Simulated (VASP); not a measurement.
BN: single point with LDA

The system is BN.

```
B N
1.0
     2.52794    0.00000    0.00000
    -1.26397    2.18926    0.00000
     0.00000    0.00000    5.99172
B N
2 2
Cartesian
  0.0000 1.4595 1.4979
  1.2640 0.7298 4.4938
  0.0000 1.4595 4.4938
  1.2640 0.7298 1.4979
```

This cell differs from its parent crystal: volume 8.290 Å^3 an atom, c/a of the conventional cell 2.3702.

```
Program             : VASP 6.6.1
Task                : single point
Functional          : LDA
Potentials or basis : VASP PAW LDA potentials, release 64 (B, N)
Cutoff              : 520 eV
k mesh              : 12 × 12 × 4
Occupations         : gaussian, width 0.05 eV
Spin                : no spin polarisation
```

```
Pressure               : -10.1 GPa
Band gap on the k mesh : 3.86 eV, indirect (least direct gap 4.12 eV)
```

Stress tensor (GPa, compression positive):
```
-16.71   0.00   0.00
  0.00 -16.71   0.00
  0.00   0.00   3.15
```

Levels at points of the mesh, in eV from the valence-band top:
```
           k point  band 5  band 6  band 7  band 8  band 9  band 10  band 11  band 12
(0.00, 0.00, 0.00)   -1.48   -1.48   -1.38   -1.38    5.72    11.00    11.02    11.02
(0.50, 0.00, 0.00)   -4.25   -4.07   -1.97   -0.26    3.86     5.95     9.30     9.39
(0.00, 0.00, 0.50)   -1.43   -1.43   -1.43   -1.43    8.61     8.61    11.16    11.16
(0.50, 0.00, 0.50)   -4.16   -4.16   -1.01   -1.01    4.40     4.40     9.59     9.59
```

It took 36 s on 1 thread of AMD EPYC 7R13, with other jobs on the host, peak memory 0.11 GiB.

 A k mesh can miss the band edges.
